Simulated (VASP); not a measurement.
# Hf2TiTe5 (P3m1) in VASP: notebook

Hf2TiTe5 is run at these levels: PBE; tasks: single point, relaxation of cell and atoms.

Everything below comes from runs of VASP 6.6.1. Logs are shortened: lines on timing, memory, paths and dates and some standing lists are left out, and cuts for length are marked.

### 1 The cell of the first run

Symmetry: P3m1, No. 156, trigonal system. Conventional cell: a = 3.984 Å, b = 3.984 Å, c = 17.354 Å, α = 90.00°, β = 90.00°, γ = 120.00°. Within 3.8 Å of Hf (site symmetry 3m) lie 6 Te at 2.88 to 2.91 Å. Within 3.8 Å of Hf (site symmetry 3m) lie 6 Te at 2.90 Å. Ti (site symmetry 3m) has 6 Te at 2.80 to 2.81 Å within 3.7 Å. Within 3.7 Å of Te (site symmetry 3m) lie 3 Ti at 2.81 Å and 3 Hf at 2.91 Å. Te (site symmetry 3m) has 3 Ti at 2.80 Å within 3.7 Å. Within 3.8 Å of Te (site symmetry 3m) lie 3 Hf at 2.88 Å. Within 3.8 Å of Te (site symmetry 3m) lie 3 Hf at 2.90 Å. Within 3.8 Å of Te (site symmetry 3m) lie 3 Hf at 2.90 Å.

### 2 Single point, PBE

INCAR reads:

```
SYSTEM = Hf2TiTe5
PREC = Accurate
ENCUT = 520
EDIFF = 1E-7
ISMEAR = 0
SIGMA = 0.2
LREAL = .FALSE.
LASPH = .TRUE.
NELM = 80
ALGO = Normal
ISIF = 2
LWAVE = .FALSE.
LCHARG = .TRUE.
GGA = PE
LELF = .TRUE.
LVHAR = .TRUE.
NBANDS = 41
```

KPOINTS reads:

```
Automatic mesh
0
G
  5 5 1
  0 0 0
```

POSCAR reads:

```
Hf2TiTe5
1.0
    3.9841011294      0.0000000000      0.0000000000
   -1.9920505647      3.4503327893      0.0000000000
    0.0000000000      0.0000000000     17.3538079454
Hf Ti Te
2 1 5
Direct
    0.6666666667      0.3333333333      0.4041795421
    0.3333333333      0.6666666667     -0.0028582252
    0.0000000000      0.0000000000      0.6005112811
    0.3333333333      0.6666666667      0.5071209232
    0.6666666667      0.3333333333      0.6926400199
    0.0000000000      0.0000000000      0.3039879337
    0.6666666667      0.3333333333      0.0992585767
    0.0000000000      0.0000000000      0.8951599485
```

Potentials or basis: VASP PAW PBE potentials, release 64 (Hf_pv, Ti_sv, Te).

Started as:

```console
> cat potpaw_PBE.64/Hf_pv/POTCAR potpaw_PBE.64/Ti_sv/POTCAR potpaw_PBE.64/Te/POTCAR > POTCAR
> mpirun -np 1 vasp_std > vasp.out
```

OUTCAR:

```text
SYSTEM = Hf2TiTe5
   PREC = Accurate
   ENCUT = 520
   EDIFF = 1E-7
   ISMEAR = 0
   LREAL = .FALSE.
   LASPH = .TRUE.
   NELM = 80
   ISIF = 2
   GGA = PE

 ion  position               nearest neighbor table
   1  0.667  0.333  0.404-   6 2.88   6 2.88   6 2.88   4 2.91   4 2.91   4 2.91
   2  0.333  0.667  0.997-   8 2.90   8 2.90   8 2.90   7 2.90   7 2.90   7 2.90
   3  0.000  0.000  0.601-   5 2.80   5 2.80   5 2.80   4 2.81   4 2.81   4 2.81
   4  0.333  0.667  0.507-   3 2.81   3 2.81   3 2.81   1 2.91   1 2.91   1 2.91
   5  0.667  0.333  0.693-   3 2.80   3 2.80   3 2.80
   6  0.000  0.000  0.304-   1 2.88   1 2.88   1 2.88
   7  0.667  0.333  0.099-   2 2.90   2 2.90   2 2.90
   8  0.000  0.000  0.895-   2 2.90   2 2.90   2 2.90

  LATTYP: Found a hexagonal cell.
 ALAT       =     3.9841011294
 C/A-ratio  =     4.3557649221

  Lattice vectors:

 A1 = (   3.9841011294,   0.0000000000,   0.0000000000)
 A2 = (  -1.9920505647,   3.4503327893,   0.0000000000)
 A3 = (   0.0000000000,   0.0000000000,  17.3538079454)

Analysis of symmetry for initial positions (statically):
=====================================================================
 Subroutine PRICEL returns:
 Original cell was already a primitive cell.

 Routine SETGRP: Setting up the symmetry group for a
 hexagonal supercell.

 Subroutine GETGRP returns: Found  6 space group operations
 (whereof  6 operations were pure point group operations)
 out of a pool of 24 trial point group operations.

The static configuration has the point symmetry C_3v.

Analysis of symmetry for dynamics (positions and initial velocities):
=====================================================================
 Subroutine PRICEL returns:
 Original cell was already a primitive cell.

 Routine SETGRP: Setting up the symmetry group for a
 hexagonal supercell.

 Subroutine GETGRP returns: Found  6 space group operations
 (whereof  6 operations were pure point group operations)
 out of a pool of 24 trial point group operations.

The dynamic configuration has the point symmetry C_3v.

 Subroutine INISYM returns: Found  6 space group operations
 (whereof  6 operations are pure point group operations),
 and found     1 'primitive' translations

----------------------------------------------------------------------------------------

                                     Primitive cell

  volume of cell :     238.5537

  direct lattice vectors                    reciprocal lattice vectors
     3.984101129  0.000000000  0.000000000     0.250997645  0.144913558  0.000000000
    -1.992050565  3.450332789  0.000000000     0.000000000  0.289827116  0.000000000
     0.000000000  0.000000000 17.353807945     0.000000000  0.000000000  0.057624240

  length of vectors
     3.984101129  3.984101129 17.353807945     0.289827116  0.289827116  0.057624240

  position of ions in fractional coordinates (direct lattice)
     0.666666667  0.333333333  0.404179542
     0.333333333  0.666666667  0.997141775
     0.000000000  0.000000000  0.600511281
     0.333333333  0.666666667  0.507120923
     0.666666667  0.333333333  0.692640020
     0.000000000  0.000000000  0.303987934
     0.666666667  0.333333333  0.099258577
     0.000000000  0.000000000  0.895159949

  ion indices of the primitive-cell ions
   primitive index   ion index
                 1           1
                 2           2
                 3           3
                 4           4
                 5           5
                 6           6
                 7           7
                 8           8

----------------------------------------------------------------------------------------

 KPOINTS: Automatic mesh

Automatic generation of k-mesh.
 Grid dimensions read from file:
 generate k-points for:    5    5    1

 Generating k-lattice:

  Cartesian coordinates                     Fractional coordinates (reciprocal lattice)
     0.050199529  0.028982712  0.000000000     0.200000000 -0.000000000  0.000000000
     0.000000000  0.057965423  0.000000000     0.000000000  0.200000000  0.000000000
     0.000000000  0.000000000  0.057624240     0.000000000  0.000000000  1.000000000

  Length of vectors
     0.057965423  0.057965423  0.057624240

  Shift w.r.t. Gamma in fractional coordinates (k-lattice)
     0.000000000  0.000000000  0.000000000

 Subroutine IBZKPT returns following result:
 ===========================================

 Found      5 irreducible k-points:

 Following reciprocal coordinates:
            Coordinates               Weight
  0.000000  0.000000  0.000000      1.000000
  0.200000 -0.000000  0.000000      6.000000
  0.400000  0.000000  0.000000      6.000000
  0.200000  0.200000  0.000000      6.000000
  0.400000  0.200000  0.000000      6.000000
   k-points           NKPTS =      5   k-points in BZ     NKDIM =      5   number of bands    NBANDS=     41
   number of dos      NEDOS =    301   number of ions     NIONS =      8
   total plane-waves  NPLWV = 126000
   dimension x,y,z NGX =    30 NGY =   30 NGZ =  140
   dimension x,y,z NGXF=    60 NGYF=   60 NGZF=  280
   ions per type =               2   1   5
   NGX,Y,Z   is equivalent  to a cutoff of  12.52, 12.52, 13.41 a.u.
   NGXF,Y,Z  is equivalent  to a cutoff of  25.04, 25.04, 26.82 a.u.
 SYSTEM =  Hf2TiTe5
   PREC   = accura    normal or accurate (medium, high low for compatibility)
   ISTART =      0    job   : 0-new  1-cont  2-samecut
   ICHARG =      2    charge: 1-file 2-atom 10-const
   ISPIN  =      1    spin polarized calculation?
   LNONCOLLINEAR =      F non collinear calculations
   LSORBIT =      F    spin-orbit coupling
   LASPH  =      T    aspherical Exc in radial PAW
   ENCUT  =  520.0 eV  38.22 Ry    6.18 a.u.   7.41  7.41 32.27*2*pi/ulx,y,z
   NELM   =     80;   NELMIN=  2; NELMDL= -5     # of ELM steps
   EDIFF  = 0.1E-06   stopping-criterion for ELM
   LREAL  =      F    real-space projection
   EDIFFG = 0.1E-05   stopping-criterion for IOM
   NSW    =      0    number of steps for IOM
   IBRION =     -1    ionic relax: 0-MD 1-quasi-New 2-CG
   NFREE  =      0    steps in history (QN), initial steepest desc. (CG)
   ISIF   =      2    stress and relaxation
   ISYM   =      2    0-nonsym 1-usesym 2-fastsym
   POTIM  = 0.5000    time-step for ionic-motion
   TEBEG  =    0.0;   TEEND  =   0.0 temperature during run
   PSTRESS=    0.0 pullay stress
   NELECT =      62.0000    total number of electrons
   NUPDOWN=      -1.0000    fix difference up-down
   EMIN   =  10.00;   EMAX   =-10.00  energy-range for DOS
   EFERMI =   0.00;   METHOD = LEGACY
   ISMEAR =     0;   SIGMA  =   0.20  broadening in eV -4-tet -1-fermi 0-gaus
   EFERMI_NEDOS =   21; number of points for ismear=-14 and -15
   IALGO  =     38    algorithm
   IMIX   =      4    mixing-type and parameters
     AMIX     =   0.40;   BMIX     =  1.00
     AMIX_MAG =   1.60;   BMIX_MAG =  1.00
  volume/ion in A,a.u.               =      29.82       201.23
  Fermi-wavevector in a.u.,A,eV,Ry     =   1.044744  1.974280 14.850632  1.091491
  Thomas-Fermi vector in A             =   2.179510
   LORBIT       =      0    0 simple, 1 ext, 2 COOP (PROOUT), +10 PAW based schemes
   GGA     = PE    functional components
   LHFCALC =     F    Hartree Fock is set to
   AEXX    =    0.0000 exact exchange contribution
   IVDW    =     0    specifies the selected vdW correction
   LEPSILON=     F    determine dielectric tensor
   LRPA    =     F    only Hartree local field effects (RPA)
 non-spin polarized calculation
 Gauss-broadening in eV      SIGMA  =   0.20
  energy-cutoff  :      520.00
  volume of cell :      238.55
 maximum number of plane-waves:      6491
 NGX is ok and might be reduce to    30
   NGX = 15   NGY = 15   NGZ = 65

 number of electron      62.0000004 magnetization

 Free energy of the ion-electron system (eV)
  ---------------------------------------------------
  ext. energy  EPLUGINS =         0.00000000
  ---------------------------------------------------
  free energy    TOTEN  =       -48.85317899 eV

  energy without entropy =      -48.74317068  energy(sigma->0) =      -48.79817484

 E-fermi :   5.7581     XC(G=0):  -9.4472

 val. band max:        5.7513040213   @ k =   0.0000   0.0000   0.0000
 cond. band min:       5.7911943803   @ k =   0.4000   0.0000   0.0000
 fundamental gap:      0.0398903590
 Fermi energy:         5.7581412602

 k-point     1 :       0.0000    0.0000    0.0000
  band No.  band energies     occupation
      1     -52.0151      2.00000
      2     -28.2986      2.00000
      3     -28.2986      2.00000
      4     -28.2532      2.00000
      5     -26.2376      2.00000
      6     -26.2376      2.00000
[... 33 lines left out ...]
     40       7.6912      0.00000
     41       7.6912      0.00000

 k-point     2 :       0.2000   -0.0000    0.0000
  band No.  band energies     occupation
      1     -52.0146      2.00000
      2     -28.3072      2.00000
      3     -28.3005      2.00000
      4     -28.2512      2.00000
      5     -26.2603      2.00000
      6     -26.2429      2.00000
[... 33 lines left out ...]
     40       7.6144      0.00000
     41       7.8383      0.00000

 k-point     3 :       0.4000    0.0000    0.0000
  band No.  band energies     occupation
      1     -52.0138      2.00000
      2     -28.3210      2.00000
      3     -28.3036      2.00000
      4     -28.2480      2.00000
      5     -26.2967      2.00000
      6     -26.2513      2.00000
[... 33 lines left out ...]
     40       8.0483      0.00000
     41       8.1413      0.00000

 k-point     4 :       0.2000    0.2000    0.0000
  band No.  band energies     occupation
      1     -52.0140      2.00000
      2     -28.3161      2.00000
      3     -28.3053      2.00000
      4     -28.2486      2.00000
      5     -26.2838      2.00000
      6     -26.2557      2.00000
[... 33 lines left out ...]
     40       7.9080      0.00000
     41       8.1493      0.00000

 k-point     5 :       0.4000    0.2000    0.0000
  band No.  band energies     occupation
      1     -52.0136      2.00000
      2     -28.3203      2.00000
      3     -28.3096      2.00000
      4     -28.2470      2.00000
      5     -26.2949      2.00000
      6     -26.2669      2.00000
[... 33 lines left out ...]
     40       7.9463      0.00000
     41       8.0313      0.00000

------------------------ aborting loop because EDIFF is reached ----------------------------------------

  FORCE on cell =-STRESS in cart. coord.  units (eV):
  Direction    XX          YY          ZZ          XY          YZ          ZX
  --------------------------------------------------------------------------------------
  -------------------------------------------------------------------------------------
  Total       -0.2919095     -0.2919095      0.2731048      0.0000000      0.0000000     -0.0000000
  in kB       -1.9605261     -1.9605261      1.8342300      0.0000000      0.0000000     -0.0000000
  external PRESSURE =      -0.6956074 kB  Pullay stress =       0.0000000 kB

 VOLUME and BASIS-vectors are now :
 -----------------------------------------------------------------------------
  energy-cutoff  :      520.00
  volume of cell :      238.55
      direct lattice vectors                 reciprocal lattice vectors
     3.984101129  0.000000000  0.000000000     0.250997645  0.144913558  0.000000000
    -1.992050565  3.450332789  0.000000000     0.000000000  0.289827116  0.000000000
     0.000000000  0.000000000 17.353807945     0.000000000  0.000000000  0.057624240

 POSITION                                       TOTAL-FORCE (eV/Angst)
 -----------------------------------------------------------------------------------
      1.99205      1.15011      7.01405        -0.000000     -0.000000     -0.044662
     -0.00000      2.30022     17.30421        -0.000000      0.000000     -0.015828
      0.00000      0.00000     10.42116         0.000000      0.000000      0.066283
     -0.00000      2.30022      8.80048         0.000000     -0.000000     -0.076599
      1.99205      1.15011     12.01994        -0.000000     -0.000000     -0.016171
      0.00000      0.00000      5.27535         0.000000     -0.000000      0.075916
      1.99205      1.15011      1.72251         0.000000     -0.000000     -0.017451
      0.00000      0.00000     15.53443         0.000000     -0.000000      0.028511
 -----------------------------------------------------------------------------------
    total drift:                               -0.000000      0.000000      0.001461

  FREE ENERGIE OF THE ION-ELECTRON SYSTEM (eV)
  ---------------------------------------------------
  free  energy   TOTEN  =       -48.8531789930 eV

  energy  without entropy=      -48.7431706847  energy(sigma->0) =      -48.79817484
```

It took 4 min on 1 thread of Intel Xeon Platinum 8375C at 2.90GHz (Ice Lake), shared host; peak memory 0.37 GiB.

Results:

```
Free energy            : -48.8532 eV
Pressure               : -0.1 GPa
Largest force          : 0.077 eV/Å
Band gap on the k mesh : 0.04 eV, indirect (least direct gap 0.24 eV)
```

Forces on the atoms (eV/Å):
```
Hf   0.000  0.000 -0.045
Hf   0.000  0.000 -0.016
Ti   0.000  0.000  0.066
Te   0.000  0.000 -0.077
Te   0.000  0.000 -0.016
Te   0.000  0.000  0.076
Te   0.000  0.000 -0.017
Te   0.000  0.000  0.029
```

Levels at points of the mesh, in eV from the valence-band top:
| k point | band 29 | band 30 | band 31 | band 32 | band 33 | band 34 |
| --- | --- | --- | --- | --- | --- | --- |
| (0.00, 0.00, 0.00) | -0.25 | -0.25 | 0.00 | 0.24 | 0.24 | 0.53 |

Caveat: spin-orbit coupling is left out, which moves the levels of the heavy elements; this functional lacks dispersion, which binds the layers, so the pressure and a relaxed spacing across them are unreliable.

[end of part 1 of 2]
